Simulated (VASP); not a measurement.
Here is a VASP 6.6.1 calculation.

INCAR

```
PREC = Accurate ; ENCUT = 520
EDIFF = 1E-6 ; ISMEAR = -1
SIGMA = 0.05 ; LREAL = False
LASPH = True ; NELM = 100
ALGO = Normal ; ISIF = 2
LWAVE = False ; LCHARG = False
GGA = PE ; NBANDS = 21
```

KPOINTS

```
Automatic mesh
0
Gamma
  9 9 9
```

POSCAR

```
Sn
1.0
   -2.9717791852      2.9717791852      1.6096940715
    2.9717791852     -2.9717791852      1.6096940715
    2.9717791852      2.9717791852     -1.6096940715
Sn
2
Direct
    0.0000000000      0.0000000000      0.0000000000
    0.7500000000      0.2500000000      0.5000000000
```

Potentials or basis: VASP PAW PBE potentials, release 64 (Sn_d).

Launch:

```sh
$ cat potpaw_PBE.64/Sn_d/POTCAR > POTCAR
$ mpirun -np 1 vasp_std > vasp.out
```

Estimate the pressure.

-0.1 GPa.

Predict the band gap on the k mesh.

zero (band 14 reaches 8.60 eV, above the bottom of band 15 at 4.79 eV).

Caveat: spin-orbit coupling is left out, which moves the levels of the heavy elements.
